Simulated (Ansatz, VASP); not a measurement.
InP in VASP and in Ansatz

Contents of INCAR:

```
SYSTEM = InP
ALGO     = Normal         ! electronic algorithm
EDIFF    = 1E-6           ! SCF threshold, eV
ENCUT    = 520            ! plane-wave cutoff, eV
GGA      = CA             ! functional
ISIF     = 2              ! what is computed and relaxed
ISMEAR   = 0              ! smearing method
LASPH    = .TRUE.         ! aspherical terms in the spheres
LCHARG   = .FALSE.        ! write CHGCAR
LREAL    = .FALSE.        ! projectors in reciprocal space
LWAVE    = .FALSE.        ! write WAVECAR
NBANDS   = 16             ! bands
NELM     = 100            ! most SCF steps
PREC     = Accurate       ! precision mode
SIGMA    = 0.05           ! smearing width, eV
```

KPOINTS

```
k-points
0
G
  8 8 8
  0 0 0
```

Contents of POSCAR:

```
InP
1.0
    0.0000000000      2.8937544956      2.8937544956
    2.8937544956      0.0000000000      2.8937544956
    2.8937544956      2.8937544956      0.0000000000
In P
1 1
Direct
    0.0000000000      0.0000000000      0.0000000000
    0.7500000000      0.7500000000      0.7500000000
```

Input for Ansatz:

```yaml
crystal:
  lattice:
    - [0.0, 2.8937544956, 2.8937544956]
    - [2.8937544956, 0.0, 2.8937544956]
    - [2.8937544956, 2.8937544956, 0.0]
  atoms:
    - { symbol: In, position: [0.0, 0.0, 0.0] }
    - { symbol: P, position: [0.75, 0.75, 0.75] }
basis:
  ecutwfc: 420
  ecutrho_ratio: 4
kpoints:
  mp_grid: { grid: [8, 8, 8] }
hamiltonian:
  xc: lda
scf:
  occupations: { method: gaussian, width: 0.05 }
output:
  forces: true
  stress: true
  eigenvalues: true
```

Alike in both runs: task single point; functional LDA; k mesh 8 × 8 × 8; occupations gaussian, width 0.05 eV; no spin polarisation.

|  | VASP | Ansatz |
| --- | --- | --- |
| version | VASP 6.6.1 | Ansatz 0.2.0 |
| potentials or method | VASP PAW LDA potentials, release 64 (In_d, P), cutoff 520 eV | scalar-relativistic, plane waves, PAW |
| valence electrons in the cell | 18 | 18 |

|  | VASP | Ansatz | Ansatz less VASP |
| --- | --- | --- | --- |
| gap on the k mesh at the Fermi level (eV) | 0.72 | 0.69 | -0.028 |
| least direct gap on the mesh (eV) | 0.72 | 0.69 | -0.028 |
| pressure (GPa) | 1.5 | 1.5 | -0.02 |

LDA's correlation is that of Perdew and Zunger in VASP and of Perdew and Wang (1992) in Ansatz.
